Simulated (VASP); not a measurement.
Write the native input for VASP 6.6.1 that does the following.

| Item | Value |
| --- | --- |
| Task | relaxation of the atoms |
| Functional | PBEsol |
| Potentials or basis | VASP PAW PBE potentials, release 64 (Al) |
| Cutoff | 520 eV |
| k mesh | 14 × 14 × 1 |
| Occupations | fermi-dirac, width 0.08 eV |
| Spin | no spin polarisation |
| Dipole correction | yes |
| Further INCAR settings | ALGO = Normal; EDIFF = 1e-07; IBRION = 2; EDIFFG = -0.01; NSW = 32 |

The structure of Al lies in POSCAR:

```
Al
1.0
    2.8394494519      0.0000000000      0.0000000000
    0.0000000000      2.8394494519      0.0000000000
    0.0000000000      0.0000000000     24.0312000000
Al
5
Direct
    0.0000000000      0.0000000000      0.3302306759
    0.5000000000      0.5000000000      0.4149406378
    0.0000000000      0.0000000000      0.4999999975
    0.5000000000      0.5000000000      0.5850593614
    0.0000000000      0.0000000000      0.6697693273
```

The input as run:

INCAR

```
PREC = Accurate ; ENCUT = 520
EDIFF = 1E-7 ; ISMEAR = -1
SIGMA = 0.08 ; LREAL = F
LASPH = T ; NELM = 100
ALGO = Normal ; ISIF = 2
LWAVE = F ; LCHARG = F
LDIPOL = T ; IDIPOL = 3
DIPOL = 0.5 0.5 0.500 ; GGA = PS
IBRION = 2 ; NSW = 32
EDIFFG = -0.01
```

KPOINTS

```
regular mesh
0
Gamma
  14 14 1
```

Potentials or basis: VASP PAW PBE potentials, release 64 (Al).

The run is started by

```console
$ cat potpaw_PBE.64/Al/POTCAR > POTCAR
$ mpirun -np 1 vasp_std > vasp.out
```

It gave:

| Property | Result |
| --- | --- |
| Largest force after relaxing | 0.005 eV/Å |
| Band gap on the k mesh | zero (an odd number of electrons rules out a gap without spin polarisation) |

Caveat: the relaxation stopped at its first step, so nothing moved; the PAW data sets were made with another functional, which shifts forces and pressure a little.

Wall time 99 s on 1 thread of Intel(R) Xeon(R) Platinum 8259CL CPU @ 2.50GHz (Skylake/Cascade Lake), on a shared host, peak memory 0.31 GiB.
